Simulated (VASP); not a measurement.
# Ti (Im-3m) in VASP: notebook

The runs below take Ti through single point, with PBE.

All numbers are computed with VASP 6.6.1; they aren't measurements. Logs are shortened: lines on timing, memory, paths and dates and some standing lists are left out, and cuts for length are marked.

## Step 1: The cell of the first run

It takes space group Im-3m (No. 229, cubic). Conventional cell: a = 3.019 Å, b = 3.019 Å, c = 3.019 Å, α = 90.00°, β = 90.00°, γ = 90.00°. Ti (site symmetry m-3m) has 14 Ti at 2.61 to 3.02 Å within 3.4 Å.

This isn't the form of Ti at room conditions, which is hcp.

## Step 2: Single point, PBE (strain -0.080 along x and y, -0.080 along z)

INCAR reads:

```
PREC = Accurate
ENCUT = 500
EDIFF = 1E-6
ISMEAR = 0
SIGMA = 0.15
LREAL = False
LASPH = True
NELM = 120
ALGO = Normal
ISIF = 2
LWAVE = False
LCHARG = False
GGA = PE
NBANDS = 12
GGA_COMPAT = False
```

KPOINTS reads:

```
Automatic mesh
0
Gamma
  14 14 14
```

POSCAR reads:

```
Ti
1.0
   -1.5097200000      1.5097200000      1.5097200000
    1.5097200000     -1.5097200000      1.5097200000
    1.5097200000      1.5097200000     -1.5097200000
Ti
1
Direct
    0.0000000000      0.0000000000      0.0000000000
```

Potentials or basis: VASP PAW PBE potentials, release 64 (Ti_sv).

Started as:

```console
$ cat potpaw_PBE.64/Ti_sv/POTCAR > POTCAR
$ mpirun -np 1 vasp_std > vasp.out
```

OUTCAR:

```text
PREC = Accurate
   ENCUT = 500
   EDIFF = 1E-6
   ISMEAR = 0
   LREAL = False
   LASPH = True
   NELM = 120
   ISIF = 2
   GGA = PE

 ion  position               nearest neighbor table
   1  0.000  0.000  0.000-

  LATTYP: Found a body centered cubic cell.
 ALAT       =     3.0194400000

  Lattice vectors:

 A1 = (  -1.5097200000,   1.5097200000,   1.5097200000)
 A2 = (   1.5097200000,  -1.5097200000,   1.5097200000)
 A3 = (   1.5097200000,   1.5097200000,  -1.5097200000)

Analysis of symmetry for initial positions (statically):
=====================================================================
 Subroutine PRICEL returns:
 Original cell was already a primitive cell.

 Routine SETGRP: Setting up the symmetry group for a
 body centered cubic supercell.

 Subroutine GETGRP returns: Found 48 space group operations
 (whereof 48 operations were pure point group operations)
 out of a pool of 48 trial point group operations.

The static configuration has the point symmetry O_h .

Analysis of symmetry for dynamics (positions and initial velocities):
=====================================================================
 Subroutine PRICEL returns:
 Original cell was already a primitive cell.

 Routine SETGRP: Setting up the symmetry group for a
 body centered cubic supercell.

 Subroutine GETGRP returns: Found 48 space group operations
 (whereof 48 operations were pure point group operations)
 out of a pool of 48 trial point group operations.

The dynamic configuration has the point symmetry O_h .

 Subroutine INISYM returns: Found 48 space group operations
 (whereof 48 operations are pure point group operations),
 and found     1 'primitive' translations

----------------------------------------------------------------------------------------

                                     Primitive cell

  volume of cell :      13.7641

  direct lattice vectors                    reciprocal lattice vectors
    -1.509720000  1.509720000  1.509720000     0.000000000  0.331187240  0.331187240
     1.509720000 -1.509720000  1.509720000     0.331187240  0.000000000  0.331187240
     1.509720000  1.509720000 -1.509720000     0.331187240  0.331187240  0.000000000

  length of vectors
     2.614911745  2.614911745  2.614911745     0.468369487  0.468369487  0.468369487

  position of ions in fractional coordinates (direct lattice)
     0.000000000  0.000000000  0.000000000

  ion indices of the primitive-cell ions
   primitive index   ion index
                 1           1

----------------------------------------------------------------------------------------

 KPOINTS: Automatic mesh

Automatic generation of k-mesh.
 Grid dimensions read from file:
 generate k-points for:   14   14   14

 Generating k-lattice:

  Cartesian coordinates                     Fractional coordinates (reciprocal lattice)
     0.000000000  0.023656231  0.023656231     0.071428571  0.000000000  0.000000000
     0.023656231  0.000000000  0.023656231     0.000000000  0.071428571  0.000000000
     0.023656231  0.023656231  0.000000000     0.000000000  0.000000000  0.071428571

  Length of vectors
     0.033454963  0.033454963  0.033454963

  Shift w.r.t. Gamma in fractional coordinates (k-lattice)
     0.000000000  0.000000000  0.000000000

 Subroutine IBZKPT returns following result:
 ===========================================

 Found    104 irreducible k-points:

 Following reciprocal coordinates:
            Coordinates               Weight
  0.000000  0.000000  0.000000      1.000000
  0.071429  0.000000  0.000000     12.000000
  0.142857  0.000000  0.000000     12.000000
  0.214286  0.000000  0.000000     12.000000
  0.285714  0.000000  0.000000     12.000000
  0.357143  0.000000  0.000000     12.000000
[... 16 lines left out ...]
  0.285714  0.285714  0.000000     24.000000
  0.357143  0.285714  0.000000     24.000000
 [... further k-points ...]
   k-points           NKPTS =    104   k-points in BZ     NKDIM =    104   number of bands    NBANDS=     12
   number of dos      NEDOS =    301   number of ions     NIONS =      1
   total plane-waves  NPLWV =   8000
   dimension x,y,z NGX =    20 NGY =   20 NGZ =   20
   dimension x,y,z NGXF=    40 NGYF=   40 NGZF=   40
   ions per type =               1
   NGX,Y,Z   is equivalent  to a cutoff of  12.72, 12.72, 12.72 a.u.
   NGXF,Y,Z  is equivalent  to a cutoff of  25.43, 25.43, 25.43 a.u.
 SYSTEM =  unknown system
   PREC   = accura    normal or accurate (medium, high low for compatibility)
   ISTART =      0    job   : 0-new  1-cont  2-samecut
   ICHARG =      2    charge: 1-file 2-atom 10-const
   ISPIN  =      1    spin polarized calculation?
   LNONCOLLINEAR =      F non collinear calculations
   LSORBIT =      F    spin-orbit coupling
   LASPH  =      T    aspherical Exc in radial PAW
   ENCUT  =  500.0 eV  36.75 Ry    6.06 a.u.   4.77  4.77  4.77*2*pi/ulx,y,z
   NELM   =    120;   NELMIN=  2; NELMDL= -5     # of ELM steps
   EDIFF  = 0.1E-05   stopping-criterion for ELM
   LREAL  =      F    real-space projection
   EDIFFG = 0.1E-04   stopping-criterion for IOM
   NSW    =      0    number of steps for IOM
   IBRION =     -1    ionic relax: 0-MD 1-quasi-New 2-CG
   NFREE  =      0    steps in history (QN), initial steepest desc. (CG)
   ISIF   =      2    stress and relaxation
   ISYM   =      2    0-nonsym 1-usesym 2-fastsym
   POTIM  = 0.5000    time-step for ionic-motion
   TEBEG  =    0.0;   TEEND  =   0.0 temperature during run
   PSTRESS=    0.0 pullay stress
   NELECT =      12.0000    total number of electrons
   NUPDOWN=      -1.0000    fix difference up-down
   EMIN   =  10.00;   EMAX   =-10.00  energy-range for DOS
   EFERMI =   0.00;   METHOD = LEGACY
   ISMEAR =     0;   SIGMA  =   0.15  broadening in eV -4-tet -1-fermi 0-gaus
   EFERMI_NEDOS =   21; number of points for ismear=-14 and -15
   IALGO  =     38    algorithm
   IMIX   =      4    mixing-type and parameters
     AMIX     =   0.40;   BMIX     =  1.00
     AMIX_MAG =   1.60;   BMIX_MAG =  1.00
  volume/ion in A,a.u.               =      13.76        92.89
  Fermi-wavevector in a.u.,A,eV,Ry     =   1.563936  2.955410 33.278412  2.445894
  Thomas-Fermi vector in A             =   2.666633
   LORBIT       =      0    0 simple, 1 ext, 2 COOP (PROOUT), +10 PAW based schemes
   GGA     = PE    functional components
   LHFCALC =     F    Hartree Fock is set to
   AEXX    =    0.0000 exact exchange contribution
   IVDW    =     0    specifies the selected vdW correction
   LEPSILON=     F    determine dielectric tensor
   LRPA    =     F    only Hartree local field effects (RPA)
 non-spin polarized calculation
 Gauss-broadening in eV      SIGMA  =   0.15
  energy-cutoff  :      500.00
  volume of cell :       13.76
 maximum number of plane-waves:       370
   NGX =  9   NGY =  9   NGZ =  9

 number of electron      12.0000000 magnetization

 Free energy of the ion-electron system (eV)
  ---------------------------------------------------
  ext. energy  EPLUGINS =         0.00000000
  ---------------------------------------------------
  free energy    TOTEN  =        -7.42296590 eV

  energy without entropy =       -7.40627059  energy(sigma->0) =       -7.41461825

 E-fermi :  10.7595     XC(G=0): -12.6317

 val. band max:       10.7541903669   @ k =   0.2857   0.2143   0.0714
 cond. band min:      10.7650904087   @ k =   0.2143   0.2143   0.0000
 fundamental gap:      0.0109000418
 Fermi energy:        10.7594564032

 k-point     1 :       0.0000    0.0000    0.0000
  band No.  band energies     occupation
      1     -45.4069      2.00000
      2     -20.8597      2.00000
      3     -20.8597      2.00000
      4     -20.8597      2.00000
      5       4.3922      2.00000
      6      11.9084      0.00000
      7      11.9084      0.00000
      8      11.9084      0.00000
      9      14.2320      0.00000
     10      14.2320      0.00000
     11      29.8524      0.00000
     12      29.8524      0.00000

 k-point     2 :       0.0714    0.0000    0.0000
  band No.  band energies     occupation
      1     -45.3911      2.00000
      2     -20.9328      2.00000
      3     -20.8808      2.00000
      4     -20.8604      2.00000
      5       4.6125      2.00000
      6      11.7967      0.00000
      7      11.8762      0.00000
      8      12.0809      0.00000
      9      14.0962      0.00000
     10      14.2377      0.00000
     11      29.7754      0.00000
     12      29.8903      0.00000

 k-point     3 :       0.1429    0.0000    0.0000
  band No.  band energies     occupation
      1     -45.3468      2.00000
      2     -21.1351      2.00000
      3     -20.9399      2.00000
      4     -20.8628      2.00000
      5       5.2343      2.00000
      6      11.4968      0.00000
      7      11.7188      0.00000
      8      12.5820      0.00000
      9      13.8562      0.00000
     10      14.2635      0.00000
     11      29.3317      0.00000
     12      29.7723      0.00000
[... 286 lines left out ...]
 k-point    23 :       0.2857    0.2857    0.0000
  band No.  band energies     occupation
      1     -45.0521      2.00000
      2     -21.9676      2.00000
      3     -21.5935      2.00000
      4     -21.0204      2.00000
      5       9.1949      2.00000
      6       9.9194      2.00000
      7      10.6727      1.58648
      8      14.2554      0.00000
      9      14.8413      0.00000
     10      18.9603      0.00000
     11      22.8839      0.00000
     12      23.3186      0.00000

 k-point    24 :       0.3571    0.2857    0.0000
  band No.  band energies     occupation
      1     -45.0418      2.00000
      2     -21.9140      2.00000
      3     -21.6975      2.00000
      4     -21.0272      2.00000
      5       9.3007      2.00000
      6      10.0607      2.00000
      7      10.4855      1.99019
      8      14.4306      0.00000
      9      14.7687      0.00000
     10      20.0518      0.00000
     11      21.7273      0.00000
     12      22.9776      0.00000

 [... further k-points ...]
[... 5 lines left out ...]
  --------------------------------------------------------------------------------------
  -------------------------------------------------------------------------------------
  Total        2.8959581      2.8959581      2.8959581     -0.0000000     -0.0000000      0.0000000
  in kB      337.0960285    337.0960285    337.0960285     -0.0000000     -0.0000000      0.0000000
  external PRESSURE =     337.0960285 kB  Pullay stress =       0.0000000 kB

 VOLUME and BASIS-vectors are now :
 -----------------------------------------------------------------------------
  energy-cutoff  :      500.00
  volume of cell :       13.76
      direct lattice vectors                 reciprocal lattice vectors
    -1.509720000  1.509720000  1.509720000     0.000000000  0.331187240  0.331187240
     1.509720000 -1.509720000  1.509720000     0.331187240  0.000000000  0.331187240
     1.509720000  1.509720000 -1.509720000     0.331187240  0.331187240  0.000000000

 POSITION                                       TOTAL-FORCE (eV/Angst)
 -----------------------------------------------------------------------------------
      0.00000      0.00000      0.00000        -0.000000     -0.000000     -0.000000
 -----------------------------------------------------------------------------------
    total drift:                                0.000000     -0.000000      0.000000

  FREE ENERGIE OF THE ION-ELECTRON SYSTEM (eV)
  ---------------------------------------------------
  free  energy   TOTEN  =        -7.4229659011 eV

  energy  without entropy=       -7.4062705927  energy(sigma->0) =       -7.41461825
```

Run time: 6.6 s. Hardware: 1 thread of Intel Xeon 6975P-C (Granite Rapids), shared host; peak memory 0.13 GiB.

What came out:

```
Free energy            : -7.4230 eV
Pressure               : 33.7 GPa
Band gap on the k mesh : zero (bands 6 and 7 overlap by 1.99 eV)
```

Levels at points of the mesh, in eV from the Fermi level:
| k point | band 4 | band 5 | band 6 | band 7 | band 8 | band 9 |
| --- | --- | --- | --- | --- | --- | --- |
| (0.00, 0.00, 0.00) | -31.62 | -6.37 | 1.15 | 1.15 | 1.15 | 3.47 |
| (0.50, 0.00, 0.00) | -31.64 | -3.12 | -0.73 | 2.09 | 3.53 | 3.99 |
| (0.50, 0.50, 0.50) | -32.54 | -3.06 | -3.06 | 5.15 | 5.15 | 5.15 |

Caveat: the cell differs from its parent crystal (strain -0.080 along x and y, -0.080 along z); the cell stands under pressure.

## Step 3: Single point, PBE (strain -0.040 along x and y, -0.040 along z)

INCAR reads:

```
  PREC = Accurate
  ENCUT = 500
  EDIFF = 1E-6
  ISMEAR = 0
  SIGMA = 0.15
  LREAL = False
  LASPH = True
  NELM = 120
  ALGO = Normal
  ISIF = 2
  LWAVE = False
  LCHARG = False
  GGA = PE
  NBANDS = 12
  GGA_COMPAT = False
```

KPOINTS reads:

```
regular mesh
0
Gamma
  14 14 14
```

POSCAR reads:

```
Ti
1.0
   -1.5753600000      1.5753600000      1.5753600000
    1.5753600000     -1.5753600000      1.5753600000
    1.5753600000      1.5753600000     -1.5753600000
Ti
1
Direct
    0.0000000000      0.0000000000      0.0000000000
```

Potentials or basis: VASP PAW PBE potentials, release 64 (Ti_sv).

Started as:

```console
$ cat potpaw_PBE.64/Ti_sv/POTCAR > POTCAR
$ mpirun -np 1 vasp_std > vasp.out
```

It took 7.4 s on 1 thread of Intel Xeon 6975P-C (Granite Rapids), shared host; peak memory 0.13 GiB.

Results (log left out):

* Free energy: -7.6810 eV
* Pressure: 11.9 GPa
* Band gap on the k mesh: zero (bands 6 and 7 overlap by 1.82 eV)

Levels at points of the mesh, in eV from the Fermi level:
```csv
k point,band 2,band 3,band 4,band 5,band 6,band 7,band 8,band 9,band 10,band 11
"(0.00, 0.00, 0.00)",-32.04,-32.04,-32.04,-6.16,1.08,1.08,1.08,3.08,3.08,18.17
"(0.50, 0.00, 0.00)",-32.98,-32.33,-32.05,-2.72,-0.51,1.51,3.10,3.49,4.87,9.99
"(0.50, 0.50, 0.50)",-32.67,-32.67,-32.67,-2.48,-2.48,4.46,4.46,4.46,9.29,9.29
```

Caveat: the cell differs from its parent crystal (strain -0.040 along x and y, -0.040 along z); the cell stands under pressure.
